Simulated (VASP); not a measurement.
Set up this calculation in VASP 6.6.1, as the native input.

```
Task                   : single point
Functional             : PBE
Potentials or basis    : VASP PAW PBE potentials, release 64 (Al, Ru_pv)
Cutoff                 : 520 eV
k mesh                 : 2 × 2 × 2
Occupations            : methfessel-paxton, width 0.013 eV
Spin                   : no spin polarisation
Dipole correction      : no
Further INCAR settings : ALGO = Normal; EDIFF = 1e-06; NBANDS = 16
```

The structure of AlRu lies in POSCAR:

```
AlRu
1.0
    2.9824954400      0.0000000000      0.0000000000
    0.0000000000      2.9824954400      0.0000000000
    0.0000000000      0.0000000000      2.9824954400
Al Ru
1 1
Direct
    0.0000000000      0.0000000000      0.0000000000
    0.5000000000      0.5000000000      0.5000000000
```

The input as run:

INCAR

```
SYSTEM = AlRu
ALGO     = Normal         ! electronic algorithm
EDIFF    = 1E-6           ! SCF threshold, eV
ENCUT    = 520            ! plane-wave cutoff, eV
GGA      = PE             ! functional
ISIF     = 2              ! what is computed and relaxed
ISMEAR   = 1              ! smearing method
LASPH    = .True.         ! aspherical terms in the spheres
LCHARG   = .False.        ! write CHGCAR
LREAL    = .False.        ! projectors in reciprocal space
LWAVE    = .False.        ! write WAVECAR
NBANDS   = 16             ! bands
NELM     = 60             ! most SCF steps
PREC     = Accurate       ! precision mode
SIGMA    = 0.013          ! smearing width, eV
```

KPOINTS

```
k-points
0
Gamma
  2 2 2
  0 0 0
```

Potentials or basis: VASP PAW PBE potentials, release 64 (Al, Ru_pv).

The run is started by

```sh
$ cat potpaw_PBE.64/Al/POTCAR potpaw_PBE.64/Ru_pv/POTCAR > POTCAR
$ mpirun -np 1 vasp_std > vasp.out
```

Results of the run:

```yaml
Pressure: 12.4 GPa
```

Caveat: the k points lie up to 1.05 Å⁻¹ apart.

Wall time 2.4 s on 1 thread of Intel Xeon 6975P-C (shared host), peak memory 0.13 GiB.
